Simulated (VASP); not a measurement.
SrTe: single point with r2SCAN

Crystal: SrTe.

```
Sr Te
1.0
     0.00000    3.35266    3.35266
     3.35266    0.00000    3.35266
     3.35266    3.35266    0.00000
Sr Te
1 1
Cartesian
  0.0000 0.0000 0.0000
  3.3527 3.3527 3.3527
```

```
Program                : VASP 6.6.1
Task                   : single point
Functional             : r2SCAN
Potentials or basis    : VASP PAW PBE potentials, release 64 (Sr_sv, Te)
Cutoff                 : 550 eV
k mesh                 : 4 × 4 × 4
Occupations            : gaussian, width 0.01 eV
Spin                   : no spin polarisation
Dipole correction      : no
Further INCAR settings : ALGO = Normal; EDIFF = 1e-06; NBANDS = 15
```

```
Pressure               : 0.2 GPa
Band gap on the k mesh : 2.14 eV (least direct gap 2.88 eV)
```

Levels at points of the mesh, in eV from the valence-band top:
```
           k point  band 5  band 6  band 7  band 8  band 9  band 10  band 11  band 12
(0.00, 0.00, 0.00)  -10.21    0.00    0.00    0.00    3.52     3.73     3.73     3.73
(0.50, 0.00, 0.00)   -9.58   -2.76   -1.07   -1.07    4.36     5.70     5.87     5.87
(0.50, 0.50, 0.00)   -9.75   -1.98   -0.75   -0.75    2.14     4.52     5.32     6.66
```

Run time: 58 s on 1 thread of Intel(R) Xeon(R) Platinum 8488C (Sapphire Rapids) (shared host), peak memory 0.22 GiB.

Caveat: the PAW data sets were made with another functional, which shifts forces and pressure a little; spin-orbit coupling is left out, which moves the levels of the heavy elements. A k mesh can miss the band edges.
